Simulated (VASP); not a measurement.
Set up this calculation in VASP 6.6.1, as the native input.

| Item | Value |
| --- | --- |
| Task | single point |
| Functional | PBEsol |
| Potentials or basis | VASP PAW PBE potentials, release 64 (Al, Ru_pv) |
| Cutoff | 520 eV |
| k mesh | 20 × 20 × 20 |
| Occupations | gaussian, width 0.15 eV |
| Spin | no spin polarisation |
| Dipole correction | no |
| Further INCAR settings | ALGO = Fast; EDIFF = 1e-06; NBANDS = 16 |

The structure of AlRu lies in POSCAR:

```
AlRu
1.0
    2.9764078228      0.0000000000      0.0000000000
    0.0000000000      2.9764078228      0.0000000000
    0.0000000000      0.0000000000      2.9764078228
Al Ru
1 1
Direct
    0.0000000000      0.0000000000      0.0000000000
    0.5000000000      0.5000000000      0.4832012268
```

This cell differs from its parent crystal: all Ru atoms moved -0.050 Å, as atom 2 along Cartesian [0 0 1].

The input as run:

INCAR

```
  PREC = Accurate
  ENCUT = 520
  EDIFF = 1E-6
  ISMEAR = 0
  SIGMA = 0.15
  LREAL = False
  LASPH = True
  NELM = 80
  ALGO = Fast
  ISIF = 2
  LWAVE = False
  LCHARG = True
  GGA = PS
  LELF = True
  LVHAR = True
  NBANDS = 16
```

KPOINTS

```
Automatic mesh
0
Gamma
  20 20 20
```

Potentials or basis: VASP PAW PBE potentials, release 64 (Al, Ru_pv).

Launch:

```bash
$ cat potpaw_PBE.64/Al/POTCAR potpaw_PBE.64/Ru_pv/POTCAR > POTCAR
$ mpirun -np 1 vasp_std > vasp.out
```

It gave:

* Pressure: 0.1 GPa
* Largest force: 0.408 eV/Å
* Band gap on the k mesh: zero (an odd number of electrons rules out a gap without spin polarisation)

Caveat: the cell differs from its parent crystal (all Ru atoms moved -0.050 Å, as atom 2 along Cartesian [0 0 1]); the PAW data sets were made with another functional, which shifts forces and pressure a little.

Run time: 3.3 min on 1 thread of AMD EPYC 9R14 (Zen 4) (shared host), peak memory 0.36 GiB.
